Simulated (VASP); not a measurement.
A run of VASP 6.6.1:

The input INCAR:

```
PREC = Accurate
ENCUT = 600
EDIFF = 1E-6
ISMEAR = -1
SIGMA = 0.02
LREAL = F
LASPH = T
NELM = 100
ALGO = Normal
ISIF = 3
LWAVE = F
LCHARG = F
GGA = PE
IBRION = 2
NSW = 80
EDIFFG = -0.005
```

Contents of KPOINTS:

```
regular mesh
0
Gamma
  6 6 6
```

The input POSCAR:

```
ZnSb2C
1.0
   -2.7014219095      2.7014219095      5.4028438191
    2.7014219095     -2.7014219095      5.4028438191
    2.7014219095      2.7014219095     -5.4028438191
Zn Sb C
2 4 2
Direct
    0.0000000000      0.0000000000      0.0000000000
    0.7500000000      0.2500000000      0.5000000000
    0.3750000000      0.3750000000      0.5000000000
    0.1250000000      0.6250000000      0.0000000000
    0.8750000000      0.8750000000      0.5000000000
    0.6250000000      0.1250000000      0.0000000000
    0.5000000000      0.5000000000      0.0000000000
    0.2500000000      0.7500000000      0.5000000000
```

Potentials or basis: VASP PAW PBE potentials, release 64 (Zn, Sb, C).

Command:

```console
$ cat potpaw_PBE.64/Zn/POTCAR potpaw_PBE.64/Sb/POTCAR potpaw_PBE.64/C/POTCAR > POTCAR
$ mpirun -np 1 vasp_std > vasp.out
```

Hardware: 1 thread of Intel(R) Xeon(R) 6975P-C (Granite Rapids), with other jobs on the host.

Task: Estimate the wall time of this run.

Result: Run time: 19 min on 1 thread of Intel(R) Xeon(R) 6975P-C (Granite Rapids), on a shared host, peak memory 0.53 GiB. Counts: scf iterations 117, k points 30, ion steps 15.
